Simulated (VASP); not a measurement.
# Pt (Im-3m) in VASP: a series of runs, part 2 of 2

VASP 6.6.1. The steps go on from the part before.

### Step 4. Single point, LDA (volume scaled by 0.8)

INCAR reads:

```
  ALGO = Normal
  EDIFF = 1E-7
  ENCUT = 520
  ISIF = 2
  ISMEAR = -1
  LASPH = T
  LCHARG = F
  LREAL = F
  LWAVE = F
  NBANDS = 11
  NELM = 80
  PREC = Accurate
  SIGMA = 0.1
```

KPOINTS reads:

```
k-points
0
Gamma
  19 19 19
```

POSCAR reads:

```
Pt
1.0
   -1.4402439000      1.4402439000      1.4402439000
    1.4402439000     -1.4402439000      1.4402439000
    1.4402439000      1.4402439000     -1.4402439000
Pt
1
Direct
    0.0000000000      0.0000000000      0.0000000000
```

Potentials or basis: VASP PAW LDA potentials, release 64 (Pt).

On the command line:

```
$ cat potpaw_LDA.64/Pt/POTCAR > POTCAR
$ mpirun -np 1 vasp_std > vasp.out
```

OUTCAR:

```text
EDIFF = 1E-7
   ENCUT = 520
   ISIF = 2
   ISMEAR = -1
   LASPH = T
   LREAL = F
   NELM = 80
   PREC = Accurate

 ion  position               nearest neighbor table
   1  0.000  0.000  0.000-

  LATTYP: Found a body centered cubic cell.
 ALAT       =     2.8804878000

  Lattice vectors:

 A1 = (  -1.4402439000,   1.4402439000,   1.4402439000)
 A2 = (   1.4402439000,  -1.4402439000,   1.4402439000)
 A3 = (   1.4402439000,   1.4402439000,  -1.4402439000)

Analysis of symmetry for initial positions (statically):
[... 514 lines left out ...]

 [... further k-points ...]

------------------------ aborting loop because EDIFF is reached ----------------------------------------

  FORCE on cell =-STRESS in cart. coord.  units (eV):
  Direction    XX          YY          ZZ          XY          YZ          ZX
  --------------------------------------------------------------------------------------
  -------------------------------------------------------------------------------------
  Total        8.9274491      8.9274491      8.9274491      0.0000000      0.0000000      0.0000000
  in kB     1196.9329976   1196.9329976   1196.9329976      0.0000000      0.0000000      0.0000000
  external PRESSURE =    1196.9329976 kB  Pullay stress =       0.0000000 kB

 VOLUME and BASIS-vectors are now :
 -----------------------------------------------------------------------------
  energy-cutoff  :      520.00
  volume of cell :       11.95
      direct lattice vectors                 reciprocal lattice vectors
    -1.440243900  1.440243900  1.440243900     0.000000000  0.347163421  0.347163421
     1.440243900 -1.440243900  1.440243900     0.347163421  0.000000000  0.347163421
     1.440243900  1.440243900 -1.440243900     0.347163421  0.347163421  0.000000000

 POSITION                                       TOTAL-FORCE (eV/Angst)
 -----------------------------------------------------------------------------------
      0.00000      0.00000      0.00000        -0.000000     -0.000000     -0.000000
 -----------------------------------------------------------------------------------
    total drift:                                0.000000      0.000000      0.000000

  FREE ENERGIE OF THE ION-ELECTRON SYSTEM (eV)
  ---------------------------------------------------
  free  energy   TOTEN  =        -6.5018961888 eV

  energy  without entropy=       -6.4738015315  energy(sigma->0) =       -6.48784886
```

stdout:

```text
POSCAR found type information on POSCAR Pt
 POSCAR found :  1 types and       1 ions
 scaLAPACK will be used
 LDA part: xc-table for (Slater(with rela. corr.)+CA(PZ))
 , standard interpolation
 POSCAR, INCAR and KPOINTS ok, starting setup
 FFT: planning ... GRIDC
 FFT: planning ... GRID_SOFT
 FFT: planning ... GRID
 WAVECAR not read
 entering main loop
```

Wall time 9.3 s (1 thread of Intel Xeon 6975P-C (Granite Rapids), shared host); peak memory 0.14 GiB.

Results:

* Free energy: -6.5019 eV
* Pressure: 119.7 GPa
* Band gap on the k mesh: zero (band 5 reaches 17.56 eV, above the bottom of band 6 at 14.11 eV)

Caveat: spin-orbit coupling is left out, which moves the levels of the heavy elements.

### Step 5. Single point, LDA (volume scaled by 0.8)

INCAR reads:

```
PREC = Accurate
ENCUT = 520
EDIFF = 1E-6
ISMEAR = -1
SIGMA = 0.1
LREAL = False
LASPH = True
NELM = 60
ALGO = Normal
ISIF = 2
LWAVE = False
LCHARG = False
GGA = CA
NBANDS = 11
```

KPOINTS reads:

```
regular mesh
0
Gamma
  19 19 19
```

POSCAR is that of step 4.

Potentials or basis: VASP PAW LDA potentials, release 64 (Pt).

On the command line:

```
$ cat potpaw_LDA.64/Pt/POTCAR > POTCAR
$ mpirun -np 1 vasp_std > vasp.out
```

OUTCAR:

```text
PREC = Accurate
   ENCUT = 520
   EDIFF = 1E-6
   ISMEAR = -1
   LREAL = False
   LASPH = True
   NELM = 60
   ISIF = 2
   GGA = CA

 ion  position               nearest neighbor table
   1  0.000  0.000  0.000-

  LATTYP: Found a body centered cubic cell.
 ALAT       =     2.8804878000

  Lattice vectors:

 A1 = (  -1.4402439000,   1.4402439000,   1.4402439000)
 A2 = (   1.4402439000,  -1.4402439000,   1.4402439000)
 A3 = (   1.4402439000,   1.4402439000,  -1.4402439000)

Analysis of symmetry for initial positions (statically):
=====================================================================
 Subroutine PRICEL returns:
 Original cell was already a primitive cell.

 Routine SETGRP: Setting up the symmetry group for a
 body centered cubic supercell.

 Subroutine GETGRP returns: Found 48 space group operations
 (whereof 48 operations were pure point group operations)
 out of a pool of 48 trial point group operations.

The static configuration has the point symmetry O_h .

Analysis of symmetry for dynamics (positions and initial velocities):
=====================================================================
 Subroutine PRICEL returns:
 Original cell was already a primitive cell.

 Routine SETGRP: Setting up the symmetry group for a
 body centered cubic supercell.

 Subroutine GETGRP returns: Found 48 space group operations
 (whereof 48 operations were pure point group operations)
 out of a pool of 48 trial point group operations.

The dynamic configuration has the point symmetry O_h .

 Subroutine INISYM returns: Found 48 space group operations
 (whereof 48 operations are pure point group operations),
 and found     1 'primitive' translations

----------------------------------------------------------------------------------------

                                     Primitive cell

  volume of cell :      11.9500

  direct lattice vectors                    reciprocal lattice vectors
    -1.440243900  1.440243900  1.440243900     0.000000000  0.347163421  0.347163421
     1.440243900 -1.440243900  1.440243900     0.347163421  0.000000000  0.347163421
     1.440243900  1.440243900 -1.440243900     0.347163421  0.347163421  0.000000000

  length of vectors
     2.494575610  2.494575610  2.494575610     0.490963219  0.490963219  0.490963219

  position of ions in fractional coordinates (direct lattice)
     0.000000000  0.000000000  0.000000000

  ion indices of the primitive-cell ions
   primitive index   ion index
                 1           1

----------------------------------------------------------------------------------------

 KPOINTS: regular mesh

Automatic generation of k-mesh.
 Grid dimensions read from file:
 generate k-points for:   19   19   19

 Generating k-lattice:

  Cartesian coordinates                     Fractional coordinates (reciprocal lattice)
     0.000000000  0.018271759  0.018271759     0.052631579  0.000000000  0.000000000
     0.018271759  0.000000000  0.018271759     0.000000000  0.052631579  0.000000000
     0.018271759  0.018271759  0.000000000     0.000000000  0.000000000  0.052631579

  Length of vectors
     0.025840169  0.025840169  0.025840169

  Shift w.r.t. Gamma in fractional coordinates (k-lattice)
     0.000000000  0.000000000  0.000000000

 Subroutine IBZKPT returns following result:
 ===========================================

 Found    220 irreducible k-points:

 Following reciprocal coordinates:
            Coordinates               Weight
  0.000000  0.000000  0.000000      1.000000
  0.052632  0.000000  0.000000     12.000000
  0.105263  0.000000  0.000000     12.000000
  0.157895  0.000000  0.000000     12.000000
  0.210526  0.000000  0.000000     12.000000
  0.263158  0.000000  0.000000     12.000000
[... 16 lines left out ...]
  0.263158  0.105263  0.000000     48.000000
  0.315789  0.105263  0.000000     48.000000
 [... further k-points ...]
   k-points           NKPTS =    220   k-points in BZ     NKDIM =    220   number of bands    NBANDS=     11
   number of dos      NEDOS =    301   number of ions     NIONS =      1
   total plane-waves  NPLWV =   8000
   dimension x,y,z NGX =    20 NGY =   20 NGZ =   20
   dimension x,y,z NGXF=    40 NGYF=   40 NGZF=   40
   ions per type =               1
   NGX,Y,Z   is equivalent  to a cutoff of  13.33, 13.33, 13.33 a.u.
   NGXF,Y,Z  is equivalent  to a cutoff of  26.66, 26.66, 26.66 a.u.
 SYSTEM =  unknown system
   PREC   = accura    normal or accurate (medium, high low for compatibility)
   ISTART =      0    job   : 0-new  1-cont  2-samecut
   ICHARG =      2    charge: 1-file 2-atom 10-const
   ISPIN  =      1    spin polarized calculation?
   LNONCOLLINEAR =      F non collinear calculations
   LSORBIT =      F    spin-orbit coupling
   LASPH  =      T    aspherical Exc in radial PAW
   ENCUT  =  520.0 eV  38.22 Ry    6.18 a.u.   4.64  4.64  4.64*2*pi/ulx,y,z
   NELM   =     60;   NELMIN=  2; NELMDL= -5     # of ELM steps
   EDIFF  = 0.1E-05   stopping-criterion for ELM
   LREAL  =      F    real-space projection
   EDIFFG = 0.1E-04   stopping-criterion for IOM
   NSW    =      0    number of steps for IOM
   IBRION =     -1    ionic relax: 0-MD 1-quasi-New 2-CG
   NFREE  =      0    steps in history (QN), initial steepest desc. (CG)
   ISIF   =      2    stress and relaxation
   ISYM   =      2    0-nonsym 1-usesym 2-fastsym
   POTIM  = 0.5000    time-step for ionic-motion
   TEBEG  =    0.0;   TEEND  =   0.0 temperature during run
   PSTRESS=    0.0 pullay stress
   NELECT =      10.0000    total number of electrons
   NUPDOWN=      -1.0000    fix difference up-down
   EMIN   =  10.00;   EMAX   =-10.00  energy-range for DOS
   EFERMI =   0.00;   METHOD = LEGACY
   ISMEAR =    -1;   SIGMA  =   0.10  broadening in eV -4-tet -1-fermi 0-gaus
   EFERMI_NEDOS =   21; number of points for ismear=-14 and -15
   IALGO  =     38    algorithm
   IMIX   =      4    mixing-type and parameters
     AMIX     =   0.40;   BMIX     =  1.00
     AMIX_MAG =   1.60;   BMIX_MAG =  1.00
  volume/ion in A,a.u.               =      11.95        80.64
  Fermi-wavevector in a.u.,A,eV,Ry     =   1.542714  2.915307 32.381415  2.379967
  Thomas-Fermi vector in A             =   2.648480
   LORBIT       =      0    0 simple, 1 ext, 2 COOP (PROOUT), +10 PAW based schemes
   GGA     = CA    functional components
   LHFCALC =     F    Hartree Fock is set to
   AEXX    =    0.0000 exact exchange contribution
   IVDW    =     0    specifies the selected vdW correction
   LEPSILON=     F    determine dielectric tensor
   LRPA    =     F    only Hartree local field effects (RPA)
 non-spin polarized calculation
  energy-cutoff  :      520.00
  volume of cell :       11.95
 maximum number of plane-waves:       335
   NGX =  9   NGY =  9   NGZ =  9

 number of electron      10.0000000 magnetization

 number of electron       9.9999999 magnetization

 Free energy of the ion-electron system (eV)
  ---------------------------------------------------
  ext. energy  EPLUGINS =         0.00000000
  ---------------------------------------------------
  free energy    TOTEN  =        -6.50189619 eV

  energy without entropy =       -6.47380153  energy(sigma->0) =       -6.48784886

 E-fermi :  15.9082     XC(G=0): -15.0631

 val. band max:       15.9064270549   @ k =  -0.4211   0.4211   0.0526
 cond. band min:      15.9152334332   @ k =  -0.3684   0.3684   0.1053
 fundamental gap:      0.0088063783
 Fermi energy:        15.9082156568

 k-point     1 :       0.0000    0.0000    0.0000
  band No.  band energies     occupation
      1       3.1844      2.00000
      2      10.5575      2.00000
      3      10.5575      2.00000
      4      10.5575      2.00000
      5      14.3225      2.00000
      6      14.3225      2.00000
      7      32.4484      0.00000
      8      32.4484      0.00000
      9      32.4484      0.00000
     10      46.6524      0.00000
     11      46.6524      0.00000

 k-point     2 :       0.0526    0.0000    0.0000
  band No.  band energies     occupation
      1       3.3359      2.00000
      2      10.4844      2.00000
      3      10.5539      2.00000
      4      10.6935      2.00000
      5      14.2145      2.00000
      6      14.3259      2.00000
      7      32.5550      0.00000
      8      32.6907      0.00000
      9      32.7215      0.00000
     10      44.9242      0.00000
     11      45.8309      0.00000
[... 295 lines left out ...]
 k-point    24 :       0.3158    0.1053    0.0000
  band No.  band energies     occupation
      1       6.7106      2.00000
      2       8.7611      2.00000
      3      11.6295      2.00000
      4      13.8981      2.00000
      5      15.0102      1.99975
      6      17.1027      0.00001
      7      28.1717      0.00000
      8      30.5924      0.00000
      9      35.5047      0.00000
     10      40.3131      0.00000
     11      43.4346      0.00000

 [... further k-points ...]
[... 5 lines left out ...]
  --------------------------------------------------------------------------------------
  -------------------------------------------------------------------------------------
  Total        8.9274061      8.9274061      8.9274061     -0.0000000      0.0000000     -0.0000000
  in kB     1196.9272307   1196.9272307   1196.9272307     -0.0000000      0.0000000     -0.0000000
  external PRESSURE =    1196.9272307 kB  Pullay stress =       0.0000000 kB

 VOLUME and BASIS-vectors are now :
 -----------------------------------------------------------------------------
  energy-cutoff  :      520.00
  volume of cell :       11.95
      direct lattice vectors                 reciprocal lattice vectors
    -1.440243900  1.440243900  1.440243900     0.000000000  0.347163421  0.347163421
     1.440243900 -1.440243900  1.440243900     0.347163421  0.000000000  0.347163421
     1.440243900  1.440243900 -1.440243900     0.347163421  0.347163421  0.000000000

 POSITION                                       TOTAL-FORCE (eV/Angst)
 -----------------------------------------------------------------------------------
      0.00000      0.00000      0.00000        -0.000000      0.000000     -0.000000
 -----------------------------------------------------------------------------------
    total drift:                                0.000000     -0.000000      0.000000

  FREE ENERGIE OF THE ION-ELECTRON SYSTEM (eV)
  ---------------------------------------------------
  free  energy   TOTEN  =        -6.5018961891 eV

  energy  without entropy=       -6.4738015323  energy(sigma->0) =       -6.48784886
```

Wall time 9.4 s (1 thread of Intel Xeon 6975P-C (Granite Rapids), shared host); peak memory 0.14 GiB.

What came out:

```
Free energy            : -6.5019 eV
Pressure               : 119.7 GPa
Band gap on the k mesh : zero (band 5 reaches 17.56 eV, above the bottom of band 6 at 14.11 eV)
```

Levels at points of the mesh, in eV from the Fermi level:
```csv
k point,band 1,band 2,band 3,band 4,band 5,band 6,band 7,band 8,band 9,band 10
"(0.00, 0.00, 0.00)",-12.72,-5.35,-5.35,-5.35,-1.59,-1.59,16.54,16.54,16.54,30.74
```

Caveat: spin-orbit coupling is left out, which moves the levels of the heavy elements.

### Step 6. Single point, LDA (volume scaled by 0.9)

INCAR reads:

```
PREC = Accurate
ENCUT = 520
EDIFF = 1E-6
ISMEAR = -1
SIGMA = 0.1
LREAL = False
LASPH = True
NELM = 80
ALGO = Normal
ISIF = 2
LWAVE = False
LCHARG = True
LELF = True
LVHAR = True
NBANDS = 11
```

KPOINTS reads:

```
Automatic mesh
0
Gamma
  19 19 19
```

POSCAR reads:

```
Pt
1.0
   -1.4979140188      1.4979140188      1.4979140188
    1.4979140188     -1.4979140188      1.4979140188
    1.4979140188      1.4979140188     -1.4979140188
Pt
1
Direct
    0.0000000000      0.0000000000      0.0000000000
```

Potentials or basis: VASP PAW LDA potentials, release 64 (Pt).

On the command line:

```
$ cat potpaw_LDA.64/Pt/POTCAR > POTCAR
$ mpirun -np 1 vasp_std > vasp.out
```

It took 9.7 s on 1 thread of Intel Xeon 6975P-C (Granite Rapids), shared host; peak memory 0.14 GiB.

It converged, with:

- Free energy: -7.2201 eV
- Pressure: 42.1 GPa
- Band gap on the k mesh: zero (band 5 reaches 14.54 eV, above the bottom of band 6 at 11.78 eV)

Levels at points of the mesh, in eV from the Fermi level:
```tsv
k point	band 1	band 2	band 3	band 4	band 5	band 6	band 7	band 8	band 9	band 10
(0.00, 0.00, 0.00)	-11.29	-4.48	-4.48	-4.48	-1.28	-1.28	16.89	16.89	16.89	29.20
```

Caveat: spin-orbit coupling is left out, which moves the levels of the heavy elements.

### Step 7. The runs side by side

```csv
cell,gap on the mesh (eV),pressure (GPa)
"a = 2.266 Å, angles 109.5°, 1 atom",none,553.7
"a = 2.386 Å, angles 109.5°, 1 atom",none,266.6
"a = 2.495 Å, angles 109.5°, 1 atom",none,119.7
"a = 2.594 Å, angles 109.5°, 1 atom",none,42.1
```

Alike in all rows: task single point; level LDA; potentials or basis VASP PAW LDA potentials, release 64 (Pt); no spin polarisation; k mesh 19 × 19 × 19; cutoff (eV) 520; smearing fermi-dirac 0.1 eV.

Caveats: spin-orbit coupling is left out, which moves the levels of the heavy elements.

Absolute energies hang on the potentials; compare differences alone.
